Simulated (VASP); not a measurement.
A run of VASP 6.6.1:

The input POSCAR:

```
CdSe
1.0
    0.0000000000      3.1598143944      3.1598143944
    3.1598143944      0.0000000000      3.1598143944
    3.1598143944      3.1598143944      0.0000000000
Cd Se
1 1
Direct
    0.0000000000      0.0000000000      0.0000000000
    0.2500000000      0.2500000000      0.2500000000
```

File INCAR.step1:

```
PREC     = Accurate       # precision mode
ENCUT    = 520            # plane-wave cutoff, eV
ISMEAR   = -1             # smearing method
SIGMA    = 0.02           # smearing width, eV
LREAL    = False          # projectors in reciprocal space
LASPH    = True           # aspherical terms in the spheres
NELM     = 150            # most SCF steps
LNONCOLLINEAR= True           # non-collinear magnetism
MAGMOM   = 0 0 0 0 0 0    # initial moments
LSORBIT  = True           # spin-orbit coupling
GGA_COMPAT= False        
NBANDS   = 30             # bands
GGA      = PE             # functional
ALGO     = Normal         # electronic algorithm
EDIFF    = 1E-4           # SCF threshold, eV
LWAVE    = True           # write WAVECAR
LCHARG   = False          # write CHGCAR
```

INCAR.step2

```
PREC     = Accurate       # precision mode
ENCUT    = 520            # plane-wave cutoff, eV
EDIFF    = 1E-6           # SCF threshold, eV
ISMEAR   = -1             # smearing method
SIGMA    = 0.02           # smearing width, eV
LREAL    = False          # projectors in reciprocal space
LASPH    = True           # aspherical terms in the spheres
NELM     = 150            # most SCF steps
ALGO     = Normal         # electronic algorithm
ISIF     = 2              # what is computed and relaxed
LWAVE    = False          # write WAVECAR
LCHARG   = True           # write CHGCAR
LNONCOLLINEAR= True           # non-collinear magnetism
MAGMOM   = 0 0 0 0 0 0    # initial moments
LORBIT   = 11             # projections on sites
LSORBIT  = True           # spin-orbit coupling
GGA_COMPAT= False        
LORBMOM  = True         
METAGGA  = R2SCAN         # meta-GGA
LMIXTAU  = True         
LVHAR    = True         
NBANDS   = 30             # bands
ISTART   = 1
```

Contents of KPOINTS:

```
regular mesh
0
Gamma
  8 8 8
```

Potentials or basis: VASP PAW PBE potentials, release 64 (Cd, Se).

Run with:

```bash
$ cat potpaw_PBE.64/Cd/POTCAR potpaw_PBE.64/Se/POTCAR > POTCAR
$ cp INCAR.step1 INCAR
$ mpirun -np 1 vasp_ncl > vasp.out
$ cp INCAR.step2 INCAR
$ mpirun -np 1 vasp_ncl > vasp.out
```

Hardware: 1 thread of AMD EPYC 9R45 96-Core Processor (Zen 5), on a shared host.

Task: How long does it take, and how much memory?

Result: It took 12 min on 1 thread of AMD EPYC 9R45 96-Core Processor (Zen 5) (shared host), peak memory 0.49 GiB. Counts: k points 43.
